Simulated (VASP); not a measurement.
Here is a VASP 6.6.1 calculation.

File INCAR:

```
PREC = Accurate
ENCUT = 520
EDIFF = 1E-6
ISMEAR = 0
SIGMA = 0.15
LREAL = False
LASPH = True
NELM = 80
ALGO = Fast
ISIF = 2
LWAVE = False
LCHARG = True
GGA = PE
LELF = True
LVHAR = True
NBANDS = 44
```

Contents of KPOINTS:

```
regular mesh
0
Gamma
  14 14 8
```

POSCAR

```
SiNi3
1.0
    3.5062596409      0.0000000000      0.0000000000
    0.0000000000      3.5062596409      0.0000000000
    0.0000000000      0.0000000000      7.0125192817
Si Ni
2 6
Direct
    0.0000000000      0.0000000000      0.0000000000
    0.0000000000      0.0000000000      0.5000000000
    0.0000000000      0.5000000000      0.2500000000
    0.0000000000      0.5000000000      0.7500000000
    0.5000000000      0.0000000000      0.2500000000
    0.5000000000      0.0000000000      0.7500000000
    0.5000000000      0.5000000000      0.0000000000
    0.5000000000      0.5000000000      0.5000000000
```

Potentials or basis: VASP PAW PBE potentials, release 64 (Si, Ni).

Command:

```console
$ cat potpaw_PBE.64/Si/POTCAR potpaw_PBE.64/Ni/POTCAR > POTCAR
$ mpirun -np 1 vasp_std > vasp.out
```

(1) What does it give for the pressure?

(2) What does it give for the band gap on the k mesh?

Answers

(1) 0.0 GPa.

(2) zero (bands 34 and 35 overlap by 0.24 eV).
